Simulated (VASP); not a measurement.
**GaN: single point with PBE**

Crystal: GaN.

```
CELL_PARAMETERS angstrom
0.00751 2.25726 2.25726
2.25726 0.00751 2.25726
2.25726 2.25726 0.00751
ATOMIC_POSITIONS crystal
Ga 0.00000 0.00000 0.00000
N 0.75000 0.75000 0.75000
```

* Program: VASP 6.6.1
* Task: single point
* Functional: PBE
* Potentials or basis: VASP PAW PBE potentials, release 64 (Ga_d, N)
* Cutoff: 600 eV
* k mesh: 7 × 7 × 7
* Occupations: fermi-dirac, width 0.02 eV
* Spin: no spin polarisation
* Dipole correction: no
* Further INCAR settings: ALGO = Normal; EDIFF = 1e-06; NBANDS = 16

The pressure is 4.9 GPa and the largest force is 0.048 eV/Å. The band gap on the k mesh is 1.72 eV, direct.

Forces on the atoms (eV/Å):
```
Ga  -0.028 -0.028 -0.028
N    0.028  0.028  0.028
```

Stress tensor (GPa, compression positive):
```
 4.94 -0.64 -0.64
-0.64  4.94 -0.64
-0.64 -0.64  4.94
```

Levels at points of the mesh, in eV from the valence-band top:
| k point | band 5 | band 6 | band 7 | band 8 | band 9 | band 10 | band 11 | band 12 | band 13 | band 14 |
| --- | --- | --- | --- | --- | --- | --- | --- | --- | --- | --- |
| (0.00, 0.00, 0.00) | -13.13 | -13.13 | -0.02 | 0.00 | 0.00 | 1.72 | 10.21 | 10.33 | 10.33 | 17.60 |

Run time: 38 s on 1 thread of Intel Xeon 8259CL, with other jobs on the host, peak memory 0.17 GiB.
